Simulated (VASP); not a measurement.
# Zn7Cd9S16 (P1) in VASP: single point with r2SCAN

Aim: the single point of Zn7Cd9S16 with r2SCAN.

All numbers are computed with VASP 6.6.1; they aren't measurements. Logs are shortened: lines on timing, memory, paths and dates and some standing lists are left out, and cuts for length are marked.

### Step 1. The cell of the first run

The typed cell holds 64 atoms: a = 11.232 Å, b = 11.232 Å, c = 11.232 Å, α = 90.00°, β = 90.00°, γ = 90.00°.

### Step 2. Single point, r2SCAN

Contents of POSCAR:

```
Zn7Cd9S16
1.0
   11.2319450000      0.0000000000      0.0000000000
    0.0000000000     11.2319450000      0.0000000000
    0.0000000000      0.0000000000     11.2319450000
Zn Cd S
14 18 32
Direct
    0.9952860000      0.9991730000      0.0032300000
    0.9954150000      0.9949970000      0.4964990000
    0.2437800000      0.7564450000      0.4990850000
    0.7528890000      0.2472780000      0.0061450000
    0.7525380000      0.2457300000      0.4948820000
    0.7544220000      0.7530380000      0.4959220000
    0.2384230000      0.9946480000      0.7467720000
    0.7545990000      0.0016810000      0.2537660000
    0.7542310000      0.4997400000      0.7456630000
    0.9912830000      0.2405160000      0.2502900000
    0.9960520000      0.7586830000      0.2545090000
    0.9974340000      0.7554540000      0.7438330000
    0.5087580000      0.2462120000      0.2502740000
    0.5029670000      0.7542590000      0.2568720000
    0.9939320000      0.5021290000      0.0014190000
    0.9959500000      0.5034800000      0.4988650000
    0.5023980000      0.0043200000      0.0050300000
    0.5018650000      0.9961050000      0.4970980000
    0.5069960000      0.4971480000      0.0026560000
    0.5056820000      0.5035530000      0.4963950000
    0.2485150000      0.2440870000      0.0040850000
    0.2450320000      0.2441970000      0.4970110000
    0.2425290000      0.7576950000      0.0003330000
    0.7563980000      0.7519480000      0.0032430000
    0.2447230000      0.9978930000      0.2526240000
    0.2506590000      0.5030350000      0.2536440000
    0.2459540000      0.5058870000      0.7465050000
    0.7583080000      0.9997210000      0.7469650000
    0.7515310000      0.4973690000      0.2534170000
    0.9931320000      0.2447190000      0.7487400000
    0.5046220000      0.2495950000      0.7526360000
    0.4994870000      0.7501590000      0.7421180000
    0.1079640000      0.1207010000      0.1265910000
    0.1173440000      0.1079070000      0.6210020000
    0.1123910000      0.6354900000      0.1351510000
    0.1221060000      0.6414670000      0.6220000000
    0.6359780000      0.1295580000      0.1339260000
    0.6343080000      0.1291270000      0.6163480000
    0.6203350000      0.6335930000      0.1359430000
    0.6432460000      0.6273400000      0.6213220000
    0.3839270000      0.3652130000      0.1344960000
    0.3739840000      0.3751980000      0.6220450000
    0.3819210000      0.8690220000      0.1344610000
    0.3579700000      0.8767720000      0.6223340000
    0.8744040000      0.3607120000      0.1272780000
    0.8608060000      0.3721470000      0.6201600000
    0.8815220000      0.8841690000      0.1343720000
    0.8800250000      0.8689980000      0.6143020000
    0.3829910000      0.1297670000      0.3648650000
    0.3644060000      0.1126420000      0.8643650000
    0.3740040000      0.6436460000      0.3793980000
    0.3749920000      0.6260260000      0.8783990000
    0.8751280000      0.1209550000      0.3779910000
    0.8727880000      0.1227060000      0.8922490000
    0.8740780000      0.6402560000      0.3717830000
    0.8757980000      0.6274040000      0.8572580000
    0.1112930000      0.3654490000      0.3651200000
    0.1228900000      0.3738860000      0.8741990000
    0.1154980000      0.8704340000      0.3815750000
    0.1090660000      0.8828370000      0.8688510000
    0.6268420000      0.3593560000      0.3755220000
    0.6456210000      0.3742620000      0.8766370000
    0.6358260000      0.8699430000      0.3687610000
    0.6258880000      0.8758730000      0.8732630000
```

Contents of INCAR.step1:

```
SYSTEM = Zn7Cd9S16
PREC     = Accurate       ! precision mode
ENCUT    = 520            ! plane-wave cutoff, eV
ISMEAR   = -1             ! smearing method
SIGMA    = 0.05           ! smearing width, eV
LREAL    = Auto         
LASPH    = .True.         ! aspherical terms in the spheres
NELM     = 100            ! most SCF steps
NBANDS   = 326            ! bands
GGA      = PE             ! functional
ALGO     = Normal         ! electronic algorithm
EDIFF    = 1E-4           ! SCF threshold, eV
LWAVE    = .True.         ! write WAVECAR
LCHARG   = .False.        ! write CHGCAR
```

Contents of INCAR.step2:

```
SYSTEM = Zn7Cd9S16
PREC     = Accurate       ! precision mode
ENCUT    = 520            ! plane-wave cutoff, eV
EDIFF    = 1E-7           ! SCF threshold, eV
ISMEAR   = -1             ! smearing method
SIGMA    = 0.05           ! smearing width, eV
LREAL    = Auto         
LASPH    = .True.         ! aspherical terms in the spheres
NELM     = 100            ! most SCF steps
ALGO     = Normal         ! electronic algorithm
ISIF     = 2              ! what is computed and relaxed
LWAVE    = .False.        ! write WAVECAR
LCHARG   = .False.        ! write CHGCAR
METAGGA  = R2SCAN         ! meta-GGA
LMIXTAU  = .True.       
NBANDS   = 326            ! bands
ISTART   = 1
```

Contents of KPOINTS:

```
Automatic mesh
0
Gamma
  1 1 1
  0 0 0
```

Potentials or basis: VASP PAW PBE potentials, release 64 (Zn, Cd, S).

The run is started by

```bash
$ cat potpaw_PBE.64/Zn/POTCAR potpaw_PBE.64/Cd/POTCAR potpaw_PBE.64/S/POTCAR > POTCAR
$ cp INCAR.step1 INCAR
$ mpirun -np 1 vasp_gam > vasp.out
$ cp INCAR.step2 INCAR
$ mpirun -np 1 vasp_gam > vasp.out
```

OUTCAR:

```text
SYSTEM = Zn7Cd9S16
   PREC = Accurate
   ENCUT = 520
   EDIFF = 1E-7
   ISMEAR = -1
   LREAL = Auto
   LASPH = .True.
   NELM = 100
   ISIF = 2
   METAGGA = R2SCAN
   ISTART = 1

 ion  position               nearest neighbor table
   1  0.995  0.999  0.003-  54 2.32  33 2.32  47 2.34  60 2.37
   2  0.995  0.995  0.496-  48 2.33  34 2.33  59 2.33  53 2.37
   3  0.244  0.756  0.499-  44 2.32  36 2.33  59 2.34  51 2.36
   4  0.753  0.247  0.006-  45 2.31  54 2.33  37 2.35  62 2.37
   5  0.753  0.246  0.495-  38 2.31  61 2.33  46 2.34  53 2.36
   6  0.754  0.753  0.496-  55 2.31  48 2.34  40 2.35  63 2.35
[... 56 lines left out ...]
  63  0.636  0.870  0.369-  14 2.34   6 2.35   8 2.37  18 2.52
  64  0.626  0.876  0.873-  28 2.48  32 2.49  17 2.49  24 2.49

  LATTYP: Found a simple cubic cell.
 ALAT       =    11.2319450000

  Lattice vectors:

 A1 = (  11.2319450000,   0.0000000000,   0.0000000000)
 A2 = (   0.0000000000,  11.2319450000,   0.0000000000)
 A3 = (   0.0000000000,   0.0000000000,  11.2319450000)

Analysis of symmetry for initial positions (statically):
=====================================================================
 Subroutine PRICEL returns:
 Original cell was already a primitive cell.

 Routine SETGRP: Setting up the symmetry group for a
 simple cubic supercell.

 Subroutine GETGRP returns: Found  1 space group operations
 (whereof  1 operations were pure point group operations)
 out of a pool of 48 trial point group operations.

The static configuration has the point symmetry C_1 .

Analysis of symmetry for dynamics (positions and initial velocities):
=====================================================================
 Subroutine PRICEL returns:
 Original cell was already a primitive cell.

 Routine SETGRP: Setting up the symmetry group for a
 simple cubic supercell.

 Subroutine GETGRP returns: Found  1 space group operations
 (whereof  1 operations were pure point group operations)
 out of a pool of 48 trial point group operations.

The dynamic configuration has the point symmetry C_1 .

 Subroutine INISYM returns: Found  1 space group operations
 (whereof  1 operations are pure point group operations),
 and found     1 'primitive' translations

----------------------------------------------------------------------------------------

                                     Primitive cell
[... 194 lines left out ...]
   NSW    =      0    number of steps for IOM
   IBRION =     -1    ionic relax: 0-MD 1-quasi-New 2-CG
   NFREE  =      0    steps in history (QN), initial steepest desc. (CG)
   ISIF   =      2    stress and relaxation
   ISYM   =      2    0-nonsym 1-usesym 2-fastsym
   POTIM  = 0.5000    time-step for ionic-motion
   TEBEG  =    0.0;   TEEND  =   0.0 temperature during run
   PSTRESS=    0.0 pullay stress
   NELECT =     576.0000    total number of electrons
   NUPDOWN=      -1.0000    fix difference up-down
   EMIN   =  10.00;   EMAX   =-10.00  energy-range for DOS
   EFERMI =   0.00;   METHOD = LEGACY
   ISMEAR =    -1;   SIGMA  =   0.05  broadening in eV -4-tet -1-fermi 0-gaus
   EFERMI_NEDOS =   21; number of points for ismear=-14 and -15
   IALGO  =     38    algorithm
   IMIX   =      4    mixing-type and parameters
     AMIX     =   0.40;   BMIX     =  1.00
     AMIX_MAG =   1.60;   BMIX_MAG =  1.00
  volume/ion in A,a.u.               =      22.14       149.41
  Fermi-wavevector in a.u.,A,eV,Ry     =   1.212720  2.291709 20.009963  1.470691
  Thomas-Fermi vector in A             =   2.348195
   LORBIT       =      0    0 simple, 1 ext, 2 COOP (PROOUT), +10 PAW based schemes
   METAGGA = R2SCAN    functional components
   LHFCALC =     F    Hartree Fock is set to
   AEXX    =    0.0000 exact exchange contribution
   IVDW    =     0    specifies the selected vdW correction
   LEPSILON=     F    determine dielectric tensor
   LRPA    =     F    only Hartree local field effects (RPA)
 non-spin polarized calculation
  energy-cutoff  :      520.00
  volume of cell :     1416.98
 maximum number of plane-waves:     19081
 NGX is ok and might be reduce to    84
   NGX = 41   NGY = 41   NGZ = 41

 number of electron     575.9999966 magnetization

 Free energy of the ion-electron system (eV)
  ---------------------------------------------------
  ext. energy  EPLUGINS =         0.00000000
  ---------------------------------------------------
  free energy    TOTEN  =      -795.97721111 eV

  energy without entropy =     -795.97721108  energy(sigma->0) =     -795.97721109

 E-fermi :   2.5571     XC(G=0): -10.0488

 val. band max:        1.5547163834   @ k =   0.0000   0.0000   0.0000
 cond. band min:       3.5094846973   @ k =   0.0000   0.0000   0.0000
 fundamental gap:      1.9547683139
 Fermi energy:         2.5571386656

 k-point     1 :       0.0000    0.0000    0.0000
  band No.  band energies     occupation
      1     -11.8110      2.00000
      2     -11.4797      2.00000
      3     -11.3943      2.00000
      4     -11.3826      2.00000
      5     -11.3547      2.00000
      6     -11.3287      2.00000
[... 292 lines left out ...]
    299       5.7962      0.00000
    300       5.8248      0.00000
 [bands above 300 left out]

------------------------ aborting loop because EDIFF is reached ----------------------------------------

  FORCE on cell =-STRESS in cart. coord.  units (eV):
  Direction    XX          YY          ZZ          XY          YZ          ZX
  --------------------------------------------------------------------------------------
  -------------------------------------------------------------------------------------
  Total       19.1258685     19.1275818     18.2233027      0.7854037      0.9168550      0.7295824
  in kB       21.6255342     21.6274714     20.6050070      0.8880525      1.0366839      0.8249355
  external PRESSURE =      21.2860042 kB  Pullay stress =       0.0000000 kB

 VOLUME and BASIS-vectors are now :
 -----------------------------------------------------------------------------
  energy-cutoff  :      520.00
  volume of cell :     1416.98
      direct lattice vectors                 reciprocal lattice vectors
    11.231945000  0.000000000  0.000000000     0.089031775  0.000000000  0.000000000
     0.000000000 11.231945000  0.000000000     0.000000000  0.089031775  0.000000000
     0.000000000  0.000000000 11.231945000     0.000000000  0.000000000  0.089031775

 POSITION                                       TOTAL-FORCE (eV/Angst)
 -----------------------------------------------------------------------------------
     11.17900     11.22266      0.03628         0.020622     -0.032592     -0.015632
     11.18045     11.17575      5.57665         0.022238     -0.002225     -0.007990
      2.73812      8.49635      5.60570        -0.046419      0.006782     -0.055390
      8.45641      2.77741      0.06902         0.000649     -0.034628     -0.018722
      8.45247      2.76003      5.55849         0.010655      0.008837     -0.016811
      8.47363      8.45808      5.57017        -0.011778     -0.008569      0.018533
[... 56 lines left out ...]
      7.14156      9.77115      4.14190         0.073313     -0.018102     -0.034690
      7.02994      9.83776      9.80844        -0.006096      0.022331      0.014258
 -----------------------------------------------------------------------------------
    total drift:                                0.020433      0.085315      0.032492

  FREE ENERGIE OF THE ION-ELECTRON SYSTEM (eV)
  ---------------------------------------------------
  free  energy   TOTEN  =      -795.9772111056 eV

  energy  without entropy=     -795.9772110836  energy(sigma->0) =     -795.97721109
```

Wall time 60 min (1 thread of Oxide Virtual Turin-like, shared host); peak memory 1.3 GiB.

Results:

```yaml
Free_energy: -795.9772 eV
Pressure: 2.1 GPa
Largest_force: 0.147 eV/Å
Band_gap_on_the_k_mesh: 1.95 eV
```

Forces on the atoms (eV/Å):
```
Zn   0.021 -0.033 -0.016
Zn   0.022 -0.002 -0.008
Zn  -0.046  0.007 -0.055
Zn   0.001 -0.035 -0.019
Zn   0.011  0.009 -0.017
Zn  -0.012 -0.009  0.019
Zn  -0.020 -0.004 -0.016
Zn  -0.023  0.017 -0.025
Zn  -0.031 -0.013  0.010
Zn  -0.030 -0.010 -0.003
Zn   0.022  0.006 -0.007
Zn  -0.024 -0.023 -0.024
Zn  -0.008 -0.002  0.003
Zn  -0.011 -0.041 -0.002
Cd  -0.038 -0.007 -0.005
Cd  -0.009 -0.007  0.001
Cd  -0.016  0.007  0.009
Cd  -0.025 -0.040 -0.007
Cd  -0.014 -0.026 -0.025
Cd  -0.010 -0.005 -0.039
Cd  -0.028 -0.028  0.005
Cd  -0.036 -0.041 -0.005
Cd  -0.033  0.008 -0.036
Cd   0.024 -0.028  0.006
Cd  -0.050 -0.026 -0.005
Cd  -0.007 -0.006 -0.018
Cd  -0.047 -0.010 -0.039
Cd   0.027 -0.016 -0.028
Cd   0.002 -0.013 -0.006
Cd  -0.021 -0.041 -0.042
Cd  -0.009 -0.016  0.007
Cd  -0.029 -0.017 -0.060
S   -0.067  0.032  0.011
S    0.030 -0.066  0.027
S   -0.053  0.056  0.072
S    0.018  0.093  0.001
S    0.046  0.046  0.034
S    0.054  0.066 -0.041
S   -0.073  0.073  0.078
S    0.116 -0.006  0.008
S    0.077 -0.050  0.062
S    0.014  0.020  0.019
S    0.093 -0.062  0.063
S   -0.074  0.044  0.042
S    0.033 -0.074  0.023
S   -0.090  0.030  0.018
S    0.028  0.047  0.033
S    0.040 -0.042 -0.040
S    0.099  0.090 -0.060
S   -0.030 -0.041 -0.054
S   -0.005  0.107  0.011
S    0.038  0.006  0.048
S   -0.004  0.011  0.016
S   -0.014  0.011  0.142
S    0.003  0.099 -0.007
S    0.029  0.015 -0.097
S   -0.027 -0.025 -0.042
S    0.039  0.024  0.011
S   -0.029 -0.046  0.063
S   -0.046  0.066 -0.017
S    0.012 -0.091  0.038
S    0.121  0.006  0.005
S    0.073 -0.018 -0.035
S   -0.006  0.022  0.014
```

Levels at points of the mesh, in eV from the valence-band top:
```
           k point  band 285  band 286  band 287  band 288  band 289  band 290  band 291  band 292
(0.00, 0.00, 0.00)     -0.65     -0.01     -0.01      0.00      1.95      3.46      3.49      3.56
```

Caveat: the k points lie up to 0.56 Å⁻¹ apart; the PAW data sets were made with another functional, which shifts forces and pressure a little.
